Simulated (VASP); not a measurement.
# Si16HC16 (a cell with a defect) in VASP: a series of runs, part 3 of 4

VASP 6.6.1. The steps go on from the part before.

### 5 Single point, PBE

Contents of INCAR:

```
SYSTEM = Si16HC16
ALGO = Normal
EDIFF = 1E-6
ENCUT = 520
GGA = PE
GGA_COMPAT = .False.
ISIF = 2
ISMEAR = -1
LASPH = .True.
LCHARG = .False.
LREAL = Auto
LWAVE = .False.
NBANDS = 86
NELECT = 130.0
NELM = 120
PREC = Accurate
SIGMA = 0.01
```

Contents of KPOINTS:

```
k-points
0
Gamma
  1 1 1
  0 0 0
```

Contents of POSCAR:

```
Si16HC16
1.0
    6.1879230300      0.0000000600      0.0000000000
   -3.0939615600      5.3588985100      0.0000000000
    0.0000000000      0.0000000000     10.1287833600
Si C H
16 16 1
Direct
    0.3307391555      0.1686353975      0.9378722658
    0.1621401867      0.3350141800      0.4393646149
    0.0011277469     -0.0018867683      0.6869818173
   -0.0025043730      0.0028132647      0.1892105825
    0.3310013771      0.6697329635      0.9378053279
    0.1644062639      0.8361339521      0.4419545607
    0.0013401509      0.5106187391      0.6871700927
   -0.0024803720      0.5025439454      0.1891774098
    0.8310403826      0.1693084779      0.9357524653
    0.6653590791      0.3351246449      0.4393294675
    0.4898007009     -0.0014883710      0.6868729198
    0.4980654016      0.0029742997      0.1891897508
    0.8310327353      0.6694629397      0.9378237901
    0.6653496337      0.8381472334      0.4392631219
    0.4971684866      0.5023272908      0.6908745850
    0.4976540096      0.5028119053      0.1936931545
    0.3272090514      0.1617248356      0.7463363300
    0.1632851872      0.3355779153      0.2502000398
   -0.0025439949      0.0027356368      0.4985883122
   -0.0025814835      0.0026283387      0.0001328886
    0.3277046896      0.6728097152      0.7465349718
    0.1644760729      0.8361555984      0.2492400035
   -0.0024696134      0.5026430329      0.4987236690
   -0.0024784493      0.5024821790      0.0000223127
    0.8310187029      0.1692586543      0.7463619994
    0.6648362119      0.3357628357      0.2502119860
    0.4980103392      0.0029110404      0.4985307535
    0.4981681024      0.0029091744      0.0001301242
    0.8364715350      0.6721465135      0.7466302448
    0.6648068325      0.8369691928      0.2501783195
    0.4975212410      0.5027176695      0.4988083781
    0.4976238232      0.5027014348      0.0059996347
    0.4930626867      0.4973591057      0.8366709701
```

Potentials or basis: VASP PAW PBE potentials, release 64 (Si, C, H).

Started as:

```console
$ cat potpaw_PBE.64/Si/POTCAR potpaw_PBE.64/C/POTCAR potpaw_PBE.64/H/POTCAR > POTCAR
$ mpirun -np 1 vasp_gam > vasp.out
```

OUTCAR:

```text
SYSTEM = Si16HC16
   EDIFF = 1E-6
   ENCUT = 520
   GGA = PE
   ISIF = 2
   ISMEAR = -1
   LASPH = .True.
   LREAL = Auto
   NELECT = 130.0
   NELM = 120
   PREC = Accurate

 ion  position               nearest neighbor table
   1  0.331  0.169  0.938-  28 1.89  20 1.89  32 1.92  17 1.94  15 3.08   5 3.09  13 3.09   9 3.09
                             9 3.09  11 3.09   3 3.10  13 3.10   5 3.10  12 3.11   4 3.11
   2  0.162  0.335  0.439-  19 1.88  23 1.88  31 1.90  18 1.92  16 3.07  14 3.07  10 3.07   7 3.09
                             3 3.09   6 3.09   6 3.09   4 3.10   8 3.10  10 3.11  14 3.11  15 3.12
   3  0.001  0.998  0.687-  17 1.85  29 1.85  19 1.91  25 1.93   7 3.02  11 3.02   6 3.03  14 3.09
                             2 3.09  13 3.09  15 3.09   1 3.10  15 3.10   9 3.11
   4  0.997  0.003  0.189-  30 1.89  18 1.89  22 1.89  20 1.92  12 3.09   8 3.09  16 3.09  16 3.09
                            14 3.10   8 3.10   2 3.10  12 3.10   1 3.11  13 3.11   6 3.12   9 3.13
   5  0.331  0.670  0.938-  28 1.89  24 1.89  32 1.92  21 1.94  15 3.07   1 3.09  11 3.09   9 3.09
                            13 3.09   7 3.09  13 3.09   9 3.10   1 3.10  12 3.11   8 3.11  16 3.15
   6  0.164  0.836  0.442-  19 1.88  27 1.88  23 1.88  22 1.95  11 3.03   3 3.03   7 3.04  14 3.09
                            10 3.09   2 3.09   2 3.09  10 3.09  14 3.09   4 3.12   8 3.12  12 3.12
   7  0.001  0.511  0.687-  21 1.85  29 1.85  23 1.91  25 1.93   3 3.02  11 3.02   6 3.04  10 3.09
                             2 3.09  13 3.09   5 3.09  15 3.09  15 3.09   9 3.11
   8  0.998  0.503  0.189-  26 1.89  18 1.89  22 1.89  24 1.92  12 3.09   4 3.09  16 3.09  16 3.09
                             4 3.10  10 3.10   2 3.10  12 3.10  13 3.11   5 3.11   6 3.12   9 3.13
   9  0.831  0.169  0.936-  28 1.90  20 1.90  24 1.90  25 1.92   5 3.09  13 3.09   1 3.09   1 3.09
                            13 3.10   5 3.10   7 3.11   3 3.11  11 3.11  12 3.13   4 3.13   8 3.13
  10  0.665  0.335  0.439-  27 1.88  23 1.88  31 1.90  26 1.92  16 3.07   2 3.07  14 3.08  11 3.09
                             7 3.09   6 3.09   6 3.09  12 3.10   8 3.10  14 3.11   2 3.11  15 3.12
  11  0.490  0.999  0.687-  17 1.85  21 1.85  27 1.91  25 1.93   7 3.02   3 3.02   6 3.03  14 3.09
                            10 3.09   5 3.09  15 3.09   1 3.09  15 3.10   9 3.11
  12  0.498  0.003  0.189-  30 1.89  26 1.89  22 1.89  28 1.91   4 3.09   8 3.09  16 3.09  16 3.09
                            14 3.10  10 3.10   8 3.10   4 3.10   1 3.11   5 3.11   6 3.12   9 3.13
  13  0.831  0.669  0.938-  20 1.89  24 1.89  32 1.92  29 1.94  15 3.08   1 3.09   7 3.09   3 3.09
                             5 3.09   9 3.09   5 3.09   9 3.10   1 3.10   8 3.11   4 3.11  16 3.15
  14  0.665  0.838  0.439-  27 1.88  19 1.88  31 1.90  30 1.92  16 3.07   2 3.07  10 3.08  11 3.09
                             3 3.09   6 3.09   6 3.09   4 3.10  12 3.10  10 3.11   2 3.11  15 3.12
[... 239 lines left out ...]
  ---------------------------------------------------
  free energy    TOTEN  =      -212.02343394 eV

  energy without entropy =     -212.02343394  energy(sigma->0) =     -212.02343394

 E-fermi :   8.9931     XC(G=0): -11.2914

 val. band max:        8.7141223028   @ k =   0.0000   0.0000   0.0000
 cond. band min:      10.2691421922   @ k =   0.0000   0.0000   0.0000
 fundamental gap:      1.5550198895
 Fermi energy:         8.9931363816

 k-point     1 :       0.0000    0.0000    0.0000
  band No.  band energies     occupation
      1      -7.2908      2.00000
      2      -6.1783      2.00000
      3      -6.0040      2.00000
      4      -3.9594      2.00000
      5      -3.8544      2.00000
      6      -3.8531      2.00000
[... 69 lines left out ...]
     76      12.7269      0.00000
     77      12.7331      0.00000
 [bands above 77 left out]

------------------------ aborting loop because EDIFF is reached ----------------------------------------

  FORCE on cell =-STRESS in cart. coord.  units (eV):
  Direction    XX          YY          ZZ          XY          YZ          ZX
  --------------------------------------------------------------------------------------
  -------------------------------------------------------------------------------------
  Total       33.8656380     34.3443154      2.6641169     -0.1224065      0.0553369      0.0268844
  in kB      161.5444808    163.8278480     12.7082615     -0.5838983      0.2639658      0.1282429
  external PRESSURE =     112.6935301 kB  Pullay stress =       0.0000000 kB

 VOLUME and BASIS-vectors are now :
 -----------------------------------------------------------------------------
  energy-cutoff  :      520.00
  volume of cell :      335.88
      direct lattice vectors                 reciprocal lattice vectors
     6.187923030  0.000000060  0.000000000     0.161605112  0.093302757  0.000000000
    -3.093961560  5.358898510  0.000000000    -0.000000002  0.186605511  0.000000000
     0.000000000  0.000000000 10.128783360     0.000000000  0.000000000  0.098728541

 POSITION                                       TOTAL-FORCE (eV/Angst)
 -----------------------------------------------------------------------------------
      1.52484      0.90370      9.49950        -0.005854      0.011617     -0.013666
     -0.03321      1.79531      4.45023        -0.029973     -0.017204      0.006266
     -3.08115      5.34879      6.95829         0.007617      0.034270      0.002290
      6.16372      0.01508      1.91647         0.000410      0.004310      0.006232
     -0.02392      3.58903      9.49883         0.003771     -0.007889     -0.005474
     -1.56963      4.48076      4.47646        -0.002690     -0.001913      0.022367
[... 25 lines left out ...]
      1.52392      2.69393      0.06077        -0.008953     -0.014716      0.005520
      1.51222      2.66530      8.47446         0.014695      0.062887     -0.032143
 -----------------------------------------------------------------------------------
    total drift:                                0.086813     -0.046090      0.036350

  FREE ENERGIE OF THE ION-ELECTRON SYSTEM (eV)
  ---------------------------------------------------
  free  energy   TOTEN  =      -212.0234339404 eV

  energy  without entropy=     -212.0234339404  energy(sigma->0) =     -212.02343394
```

OSZICAR:

```text
N       E                     dE             d eps       ncg     rms          rms(c)
DAV:   1     0.911249129965E+03    0.91125E+03   -0.67387E+04   172   0.145E+03
DAV:   2    -0.123673568824E+03   -0.10349E+04   -0.96232E+03   272   0.282E+02
DAV:   3    -0.245068491724E+03   -0.12139E+03   -0.11941E+03   208   0.931E+01
DAV:   4    -0.248832835048E+03   -0.37643E+01   -0.37460E+01   208   0.178E+01
DAV:   5    -0.248927755288E+03   -0.94920E-01   -0.94869E-01   208   0.293E+00    0.373E+01
DAV:   6    -0.213285062913E+03    0.35643E+02   -0.11919E+02   192   0.258E+01    0.162E+01
DAV:   7    -0.212145004298E+03    0.11401E+01   -0.97001E+00   216   0.790E+00    0.740E+00
DAV:   8    -0.212016430616E+03    0.12857E+00   -0.66944E-01   186   0.249E+00    0.203E+00
DAV:   9    -0.212019196743E+03   -0.27661E-02   -0.10779E-01   200   0.101E+00    0.417E-01
DAV:  10    -0.212022049512E+03   -0.28528E-02   -0.12244E-02   208   0.343E-01    0.226E-01
DAV:  11    -0.212023222868E+03   -0.11734E-02   -0.16778E-03   192   0.143E-01    0.924E-02
DAV:  12    -0.212023382184E+03   -0.15932E-03   -0.30932E-04   224   0.625E-02    0.403E-02
DAV:  13    -0.212023431043E+03   -0.48859E-04   -0.11426E-04   202   0.372E-02    0.958E-03
DAV:  14    -0.212023433103E+03   -0.20597E-05   -0.91590E-06   216   0.101E-02    0.423E-03
DAV:  15    -0.212023433940E+03   -0.83774E-06   -0.16587E-06   114   0.450E-03
   1 F= -.21202343E+03 E0= -.21202343E+03  d E =-.441131E-12
```

Wall time 2.1 min (1 thread of Intel Xeon 8259CL, shared host); peak memory 0.36 GiB.

Results:

```
Free energy   : -212.0234 eV
Largest force : 0.072 eV/Å
```

Forces on the atoms (eV/Å):
```
Si  -0.006  0.012 -0.014
Si  -0.030 -0.017  0.006
Si   0.008  0.034  0.002
Si   0.000  0.004  0.006
Si   0.004 -0.008 -0.005
Si  -0.003 -0.002  0.022
Si   0.009 -0.005 -0.006
Si   0.003  0.000 -0.002
Si  -0.002  0.002 -0.005
Si   0.030 -0.019  0.005
Si  -0.016  0.015  0.010
Si  -0.002 -0.001  0.015
Si  -0.004 -0.007 -0.004
Si  -0.001  0.037  0.000
Si  -0.006 -0.005  0.037
Si   0.001 -0.005  0.030
C   -0.013 -0.031 -0.007
C    0.008  0.002 -0.013
C    0.002 -0.001  0.008
C   -0.003  0.017 -0.025
C   -0.013 -0.034 -0.003
C   -0.002 -0.001 -0.001
C    0.003 -0.001  0.012
C    0.002 -0.005 -0.023
C    0.005  0.003 -0.005
C    0.006 -0.004 -0.011
C    0.009  0.001  0.003
C   -0.002  0.002 -0.013
C    0.005 -0.029  0.008
C    0.002  0.006 -0.006
C    0.000 -0.007  0.006
C   -0.009 -0.015  0.006
H    0.015  0.063 -0.032
```

Caveat: the k points lie up to 1.17 Å⁻¹ apart, too coarse for converged energies, forces and pressures; the cell carries a net charge on a neutralising background, which shifts energy and pressure; the cell is charged against a uniform background, so pressure and absolute levels hang on convention.

(Part 3 of 4 ends here.)
